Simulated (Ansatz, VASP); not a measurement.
# One calculation of Ir, two programs

The input INCAR:

```
  PREC = Accurate
  ENCUT = 600
  EDIFF = 1E-6
  ISMEAR = 0
  SIGMA = 0.1
  LREAL = False
  LASPH = True
  NELM = 80
  ALGO = Fast
  ISIF = 3
  LWAVE = False
  LCHARG = False
  GGA = PS
  IBRION = 2
  NSW = 80
  EDIFFG = -0.01
```

Contents of KPOINTS:

```
regular mesh
0
Gamma
  18 18 18
```

POSCAR

```
Ir
1.0
    0.0000000000      1.9158998011      1.9158998011
    1.9158998011      0.0000000000      1.9158998011
    1.9158998011      1.9158998011      0.0000000000
Ir
1
Direct
    0.0000000000      0.0000000000      0.0000000000
```

Input for Ansatz:

```yaml
crystal:
  lattice:
    - [0.0, 1.9158998011, 1.9158998011]
    - [1.9158998011, 0.0, 1.9158998011]
    - [1.9158998011, 1.9158998011, 0.0]
  atoms:
    - { symbol: Ir, position: [0.0, 0.0, 0.0] }
basis:
  ecutwfc: 420
kpoints:
  mp_grid: { grid: [18, 18, 18] }
hamiltonian:
  xc: pbesol
scf:
  occupations: { method: gaussian, width: 0.1 }
output:
  forces: true
  stress: true
  eigenvalues: true
relax:
  adjacent_minimum: "off"
  f_tol: 0.01
  max_steps: 60
  cell: { stress_tol: 0.1 }
```

Alike in both runs: task relaxation of cell and atoms; functional PBEsol; k mesh 18 × 18 × 18; occupations gaussian, width 0.1 eV; no spin polarisation.

|  | VASP | Ansatz |
| --- | --- | --- |
| version | VASP 6.6.1 | Ansatz 0.2.0 |
| potentials or method | VASP PAW PBE potentials, release 64 (Ir), cutoff 600 eV | scalar-relativistic, plane waves, PAW |
| valence electrons in the cell | 9 | 17 |

|  | VASP | Ansatz | Ansatz less VASP |
| --- | --- | --- | --- |
| gap on the k mesh at the Fermi level, each at its own relaxed structure (eV) | none | none | - |
| relaxed volume (Å³/atom) | 14.09 | 14.05 | -0.039 |
| relaxed cell length with the largest relative difference (Å) | 2.711 | 2.708 | -0.0025 |

VASP's potentials were made for PBE, not for PBEsol. A gap of «none» marks a metal or a gap that the smearing closes. VASP's potentials hold 9 valence electrons a cell and Ansatz's 17, so a difference there can come from the potentials and not from the codes.

Neither program's run includes spin-orbit coupling.
